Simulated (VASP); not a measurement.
Set up this calculation in VASP 6.6.1, as the native input.

| Property | Result |
| --- | --- |
| Task | single point |
| Functional | r2SCAN |
| Potentials or basis | VASP PAW PBE potentials, release 64 (As) |
| Cutoff | 520 eV |
| k mesh | 14 × 14 × 4 |
| Occupations | fermi-dirac, width 0.1 eV |
| Spin | no spin polarisation |
| Dipole correction | no |
| Further INCAR settings | ALGO = Normal; EDIFF = 1e-07; NBANDS = 18 |

Crystal: As.

```
As
1.0
     3.07202    0.00000    0.00000
    -1.53601    2.66045    0.00000
     0.00000    0.00000   10.45548
As
4
Direct
  0.00000 0.00000 0.00000
  0.00000 0.00000 0.50000
  0.33333 0.66667 0.25000
  0.66667 0.33333 0.75000
```

This isn't the form of As at room conditions, which is rhombohedral.

One way to write it, as run:

POSCAR

```
As
1.0
    3.0720210923      0.0000000000      0.0000000000
   -1.5360105461      2.6604483069      0.0000000000
    0.0000000000      0.0000000000     10.4554847802
As
4
Direct
    0.0000000000      1.0000000000      0.0000000000
    0.0000000000      1.0000000000      0.5000000000
    0.3333333333      0.6666666667      0.2500000000
    0.6666666667      0.3333333333      0.7500000000
```

INCAR.step1

```
SYSTEM = As
ALGO = Normal
EDIFF = 1E-4
ENCUT = 520
GGA = PE
ISMEAR = -1
LASPH = .True.
LCHARG = .False.
LREAL = .False.
LWAVE = .True.
NBANDS = 18
NELM = 60
PREC = Accurate
SIGMA = 0.1
```

INCAR.step2

```
SYSTEM = As
ALGO = Normal
EDIFF = 1E-7
ENCUT = 520
ISIF = 2
ISMEAR = -1
ISTART = 1
LASPH = .True.
LCHARG = .False.
LMIXTAU = .True.
LREAL = .False.
LWAVE = .False.
METAGGA = R2SCAN
NBANDS = 18
NELM = 60
PREC = Accurate
SIGMA = 0.1
```

KPOINTS

```
k-points
0
Gamma
  14 14 4
  0 0 0
```

Potentials or basis: VASP PAW PBE potentials, release 64 (As).

Command:

```bash
$ cat potpaw_PBE.64/As/POTCAR > POTCAR
$ cp INCAR.step1 INCAR
$ mpirun -np 1 vasp_std > vasp.out
$ cp INCAR.step2 INCAR
$ mpirun -np 1 vasp_std > vasp.out
```

Results of the run:

```json
{
  "Pressure": "-7.7 GPa",
  "Band gap on the k mesh": "zero (bands 10 and 11 overlap by 7.05 eV)"
}
```

Caveat: the cell stands under tension; the PAW data sets were made with another functional, which shifts forces and pressure a little.

Run time: 2.4 min on 1 thread of Intel(R) Xeon(R) 6975P-C (Granite Rapids), with other jobs on the host, peak memory 0.25 GiB.
